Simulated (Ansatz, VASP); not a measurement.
One calculation of GaP, two programs

The input INCAR:

```
PREC = Accurate
ENCUT = 520
EDIFF = 1E-7
ISMEAR = 0
SIGMA = 0.05
LREAL = F
LASPH = T
NELM = 100
ALGO = Normal
ISIF = 2
LWAVE = F
LCHARG = F
GGA = PE
NBANDS = 16
```

Contents of KPOINTS:

```
Automatic mesh
0
Gamma
  10 10 10
```

POSCAR

```
GaP
1.0
    0.0000000000      2.7893089519      2.7893089519
    2.7893089519      0.0000000000      2.7893089519
    2.7893089519      2.7893089519      0.0000000000
Ga P
1 1
Direct
    0.0000000000      0.0000000000      0.0000000000
    0.7500000000      0.7500000000      0.7500000000
```

Input for Ansatz:

```yaml
crystal:
  lattice:
    - [0.0, 2.7893089567, 2.7893089567]
    - [2.7893089567, 0.0, 2.7893089567]
    - [2.7893089567, 2.7893089567, 0.0]
  atoms:
    - { symbol: Ga, position: [0.0, 0.0, 0.0] }
    - { symbol: P, position: [0.75, 0.75, 0.75] }
basis:
  ecutwfc: 420
  ecutrho_ratio: 4
kpoints:
  mp_grid: { grid: [10, 10, 10] }
hamiltonian:
  xc: pbe
scf:
  occupations: { method: gaussian, width: 0.05 }
output:
  forces: true
  stress: true
  eigenvalues: true
  write_density: true
  write_potential: true
  elf: true
  volumetric_format: npy
```

Alike in both runs: task single point; functional PBE; k mesh 10 × 10 × 10; occupations gaussian, width 0.05 eV; no spin polarisation.

```csv
,VASP,Ansatz
version,VASP 6.6.1,Ansatz 0.2.0
potentials or method,"VASP PAW PBE potentials, release 64 (Ga_d, P), cutoff 520 eV","scalar-relativistic, plane waves, PAW"
valence electrons in the cell,18,18
```

VASP gave:

- gap on the k mesh at the Fermi level (eV): 1.26
- least direct gap on the mesh (eV): 1.26
- pressure (GPa): -2.7

Task: Estimate Ansatz's values.

Result: gap on the k mesh at the Fermi level (eV): 1.26; least direct gap on the mesh (eV): 1.26; pressure (GPa): -2.8.

With one functional, cell and mesh, what is left measures potentials, basis and numerics.
